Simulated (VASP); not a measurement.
B:

```
CELL_PARAMETERS angstrom
-1.87288 1.87288 1.02169
1.87288 -1.87288 1.02169
1.87288 1.87288 -1.02169
ATOMIC_POSITIONS crystal
B 0.00000 0.00000 0.00000
B 0.75000 0.25000 0.50000
```

```yaml
Program: VASP 6.6.1
Task: relaxation of cell and atoms
Functional: r2SCAN
Potentials_or_basis: VASP PAW PBE potentials, release 64 (B)
Cutoff: 600 eV
k_mesh: 10 × 10 × 10
Occupations: gaussian, width 0.1 eV
Spin: no spin polarisation
```

At the start: pressure -11.4 GPa; volume 7.17 Å³/atom.

Question: How do energy, volume and symmetry change on relaxing?

Answer: Over 14 steps the energy falls by 545.7 meV/atom and the volume is 8.24 Å³/atom (+15.0 %); space group I4_1/amd (No. 141, to 0.1 Å) before and after.

The path:
```csv
step,energy change (eV),largest force (eV/Å),pressure (GPa),volume (Å³)
1,0.0000,0.0000,-11.37,14.34
2,-0.1866,0.0000,0.41,13.29
3,0.1821,0.0000,105.65,10.24
4,-0.2713,0.0000,10.85,12.63
5,-0.2873,0.0000,27.83,11.94
6,-0.3448,0.0000,30.31,11.85
7,-0.4099,0.0000,38.57,11.68
8,-0.2285,0.0000,80.32,11.28
9,-0.4124,0.0000,41.16,11.64
10,-0.5261,0.0000,31.27,12.04
11,-0.8025,0.0000,14.98,13.29
12,-1.0823,0.0000,1.68,15.94
13,-1.0890,0.0000,-1.10,16.76
14,-1.0913,0.0000,-0.19,16.49
```

Final structure:
```cif
data_structure
_symmetry_space_group_name_H-M 'P 1'
_symmetry_Int_Tables_number 1
_cell_length_a 3.3190
_cell_length_b 3.3190
_cell_length_c 3.3190
_cell_angle_alpha 93.278
_cell_angle_beta 93.278
_cell_angle_gamma 152.330
_cell_volume 16.49
loop_
_atom_site_label
_atom_site_type_symbol
_atom_site_fract_x
_atom_site_fract_y
_atom_site_fract_z
_atom_site_occupancy
B1 B 0.00000 0.00000 0.00000 1
B2 B 0.75000 0.25000 0.50000 1
```

Caveat: a cell axis changed by over 15 % at a fixed basis, so the end point is rough; the PAW data sets were made with another functional, which shifts forces and pressure a little.
